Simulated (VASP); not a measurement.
Here is a VASP 6.6.1 calculation.

Contents of INCAR:

```
PREC = Accurate ; ENCUT = 500
EDIFF = 1E-6 ; ISMEAR = 0
SIGMA = 0.1 ; LREAL = False
LASPH = True ; NELM = 120
ALGO = Normal ; ISIF = 2
LWAVE = False ; LCHARG = True
GGA = PE ; LELF = True
LVHAR = True ; NBANDS = 36
GGA_COMPAT = False
```

KPOINTS

```
Automatic mesh
0
Gamma
  8 8 8
```

The input POSCAR:

```
Ta4Ag
1.0
    4.8345489520      0.0000000000      0.0000000000
    0.0000000000      4.8345489520      0.0000000000
    0.0000000000      0.0000000000      4.8345489520
Ta Ag
4 1
Direct
    0.0000000000      0.5000000000      0.5000000000
    0.5000000000      0.0000000000      0.5000000000
    0.5000000000      0.5000000000      0.0000000000
    0.0000000000      0.0000000000      0.0000000000
    0.5000000000      0.5000000000      0.5000000000
```

Potentials or basis: VASP PAW PBE potentials, release 64 (Ta_pv, Ag).

The run is started by

```sh
$ cat potpaw_PBE.64/Ta_pv/POTCAR potpaw_PBE.64/Ag/POTCAR > POTCAR
$ mpirun -np 1 vasp_std > vasp.out
```

Predict the pressure.

-0.2 GPa.
